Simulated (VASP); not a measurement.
Runs of VASP 6.6.1 on MgO. The structure is that of space group Fm-3m (No. 225), or close to it. The cells are those of the table. 

```csv
cell,gap on the mesh (eV),pressure (GPa)
"a = 3.031, b = 3.031, c = 3.008 Å, angles 60.2, 60.2, 59.5°, 2 atoms",(a),-2.8
"a = 3.053, b = 3.053, c = 3.008 Å, angles 60.5, 60.5, 59.0°, 2 atoms",4.13,(b)
"a = 3.076, b = 3.076, c = 3.008 Å, angles 60.7, 60.7, 58.5°, 2 atoms",3.97,-6.2
"a = 3.099, b = 3.099, c = 3.008 Å, angles 61.0, 61.0, 58.1°, 2 atoms",(c),-7.6
"a = 3.088, b = 3.088, c = 3.008 Å, angles 60.9, 60.9, 58.3°, 2 atoms",3.90,-7.0
```

Alike in all rows: task single point; level PBE; potentials or basis VASP PAW PBE potentials, release 64 (Mg, O); no spin polarisation; k mesh 10 × 10 × 10; cutoff (eV) 520; smearing gaussian 0.05 eV.

**Question.** Fill in the values left out.

**Answer.** (a) 4.28; (b) -4.7; (c) 3.83.

